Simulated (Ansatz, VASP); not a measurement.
# One calculation of Eu, two programs

```
Eu
1.0
     3.92867    0.00000    0.00000
    -1.96433    3.40233    0.00000
     0.00000    0.00000    6.30232
Eu
2
Direct
  0.33333 0.66667 0.25000
  0.66667 0.33333 0.75000
```

Alike in both runs: task single point; functional PBE; k mesh 12 × 12 × 7; occupations fermi-dirac, width 0.1 eV; collinear spin.

```csv
,VASP,Ansatz
version,VASP 6.6.1,Ansatz 0.2.0
potentials or method,"VASP PAW PBE potentials, release 64 (Eu), cutoff 520 eV","all-electron LAPW, scalar-relativistic"
```

VASP gave:

```
pressure (GPa)                                                : -0.2
net moment per atom (μB)                                      : 7.53
size of the moment on the site where the two differ most (μB) : 6.72
```

Question: Estimate Ansatz's values.

Answer: Pressure (GPa): 0.1; net moment per atom (μB): 7.54; size of the moment on the site where the two differ most (μB): 7.32.

Site moments also hang on the region over which each program counts them. Ansatz ran all-electron here, and VASP with PAW potentials.

Neither program's run includes spin-orbit coupling.
